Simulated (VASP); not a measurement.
Write the native input for VASP 6.6.1 that does the following.

```yaml
Task: single point
Functional: r2SCAN
Potentials_or_basis: VASP PAW PBE potentials, release 64 (Te, Mo_sv)
Cutoff: 520 eV
k_mesh: 9 × 9 × 2
Occupations: fermi-dirac, width 0.05 eV
Spin: no spin polarisation
Hubbard_terms: Mo d U = 7.0 eV
Dipole_correction: no
Further_INCAR_settings: ALGO = Normal; EDIFF = 1e-07; NBANDS = 35
```

Crystal: Te2Mo.

```xyz
6
Lattice="3.5182 0.0000 0.0000 -1.7591 3.0469 0.0000 0.0000 0.0000 13.9736" Properties=species:S:1:pos:R:3 pbc="T T T"
Te    1.7591    1.0156    5.2960
Te    0.0000    2.0312   12.2828
Te    1.7591    1.0156    1.6908
Te    0.0000    2.0312    8.6776
Mo    1.7591    1.0156   10.4802
Mo    0.0000    2.0312    3.4934
```

One way to write it, as run:

POSCAR

```
Te2Mo
1.0
    3.5182000000      0.0000000000      0.0000000000
   -1.7591000000      3.0468505756      0.0000000000
    0.0000000000      0.0000000000     13.9736000000
Te Mo
4 2
Direct
    0.6666666667      0.3333333333      0.3790000000
    0.3333333333      0.6666666667      0.8790000000
    0.6666666667      0.3333333333      0.1210000000
    0.3333333333      0.6666666667      0.6210000000
    0.6666666667      0.3333333333      0.7500000000
    0.3333333333      0.6666666667      0.2500000000
```

INCAR.step1

```
ALGO = Normal
EDIFF = 1E-4
ENCUT = 520
GGA = PE
ISMEAR = -1
LASPH = True
LCHARG = False
LDAU = True
LDAUJ = 0 0
LDAUL = -1 2
LDAUTYPE = 2
LDAUU = 0 7
LMAXMIX = 4
LREAL = False
LWAVE = True
NBANDS = 35
NELM = 150
PREC = Accurate
SIGMA = 0.05
```

INCAR.step2

```
ALGO = Normal
EDIFF = 1E-7
ENCUT = 520
ISIF = 2
ISMEAR = -1
ISTART = 1
LASPH = True
LCHARG = False
LDAU = True
LDAUJ = 0 0
LDAUL = -1 2
LDAUPRINT = 1
LDAUTYPE = 2
LDAUU = 0 7
LMAXMIX = 4
LMIXTAU = True
LREAL = False
LWAVE = False
METAGGA = R2SCAN
NBANDS = 35
NELM = 150
PREC = Accurate
SIGMA = 0.05
```

KPOINTS

```
k-points
0
Gamma
  9 9 2
```

Potentials or basis: VASP PAW PBE potentials, release 64 (Te, Mo_sv).

The run is started by

```sh
$ cat potpaw_PBE.64/Te/POTCAR potpaw_PBE.64/Mo_sv/POTCAR > POTCAR
$ cp INCAR.step1 INCAR
$ mpirun -np 1 vasp_std > vasp.out
$ cp INCAR.step2 INCAR
$ mpirun -np 1 vasp_std > vasp.out
```

Results of the run:

| Item | Value |
| --- | --- |
| Pressure | 5.0 GPa |
| Largest force | 0.348 eV/Å |
| Band gap on the k mesh | 0.89 eV, indirect (least direct gap 1.08 eV) |

Caveat: the PAW data sets were made with another functional, which shifts forces and pressure a little; spin-orbit coupling is left out, which moves the levels of the heavy elements; the U is typed as a test and isn't derived for this compound.

Run time: 11 min on 1 thread of Intel(R) Xeon(R) Platinum 8259CL CPU @ 2.50GHz (Skylake/Cascade Lake), with other jobs on the host, peak memory 0.37 GiB.
